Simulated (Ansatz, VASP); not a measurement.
# One calculation of TaN, two programs

```xyz
6
Lattice="5.1996 0.0000 0.0000 -2.5998 4.5030 0.0000 0.0000 0.0000 2.9104" Properties=species:S:1:pos:R:3 pbc="T T T"
Ta    0.0000    3.0020    1.4552
Ta    2.5998    1.5010    1.4552
Ta    0.0000    0.0000    0.0000
N     2.0404    0.0000    0.0000
N     1.5796    2.7360    0.0000
N    -1.0202    1.7670    0.0000
```

Alike in both runs: functional r2SCAN; k mesh 12 × 12 × 12; occupations gaussian, width 0.1 eV; no spin polarisation.

Ansatz relaxed the structure, and its values are those at the end. VASP's run is a single point on that final structure, the one shown.

|  | VASP | Ansatz |
| --- | --- | --- |
| version | VASP 6.6.1 | Ansatz 0.2.0 |
| potentials or method | VASP PAW PBE potentials, release 64 (Ta_pv, N), cutoff 520 eV | scalar-relativistic, plane waves, PAW |
| valence electrons in the cell | 48 | 54 |

VASP gave:

| Property | Result |
| --- | --- |
| gap on the k mesh at the Fermi level (eV) | none |
| pressure (GPa) | 1.6 |

Problem. What did Ansatz give for the same quantities?

Solution. gap on the k mesh at the Fermi level (eV): none; pressure (GPa): 0.0.

VASP's potentials were made for PBE, not for r2SCAN. A gap of «none» marks a metal or a gap that the smearing closes. With one functional, cell and mesh, what is left measures potentials, basis and numerics. VASP's potentials hold 48 valence electrons a cell and Ansatz's 54, so a difference there can come from the potentials and not from the codes.

Spin-orbit coupling is off throughout.
